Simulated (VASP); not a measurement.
# AlN: single point with PBE

AlN:

```xyz
4
Lattice="3.0986 0.0000 0.0000 -1.5493 2.6835 0.0000 0.0000 0.0000 5.6190" Properties=species:S:1:pos:R:3 pbc="T T T"
Al    0.0000    1.7890    0.0283
Al    1.5493    0.8945    2.8378
N     0.0000    1.7890    2.1350
N     1.5493    0.8945    4.9445
```

```json
{
 "Program": "VASP 6.6.1",
 "Task": "single point",
 "Functional": "PBE",
 "Potentials or basis": "VASP PAW PBE potentials, release 64 (Al, N)",
 "Cutoff": "520 eV",
 "k mesh": "9 × 9 × 6",
 "Occupations": "gaussian, width 0.05 eV",
 "Spin": "no spin polarisation"
}
```

| Item | Value |
| --- | --- |
| Pressure | -12.6 GPa |
| Largest force | 0.006 eV/Å |
| Band gap on the k mesh | 2.76 eV, direct |

Forces on the atoms (eV/Å):
```
Al   0.000  0.000 -0.006
Al   0.000  0.000 -0.006
N    0.000  0.000  0.006
N    0.000  0.000  0.006
```

Stress tensor (GPa, compression positive):
```
 -1.52   0.00   0.00
  0.00  -1.52   0.00
  0.00   0.00 -34.89
```

Levels at points of the mesh, in eV from the valence-band top:
```csv
k point,band 5,band 6,band 7,band 8,band 9,band 10,band 11,band 12
"(0.00, 0.00, 0.00)",-0.35,-0.35,0.00,0.00,2.76,6.79,8.94,10.33
"(0.00, 0.00, 0.50)",-0.18,-0.18,-0.18,-0.18,5.66,5.66,8.99,8.99
```

Run time: 22 s on 1 thread of Intel(R) Xeon(R) Platinum 8259CL CPU @ 2.50GHz (Skylake/Cascade Lake), with other jobs on the host, peak memory 0.17 GiB.

As with any semilocal functional, this PBE gap is likely too small.
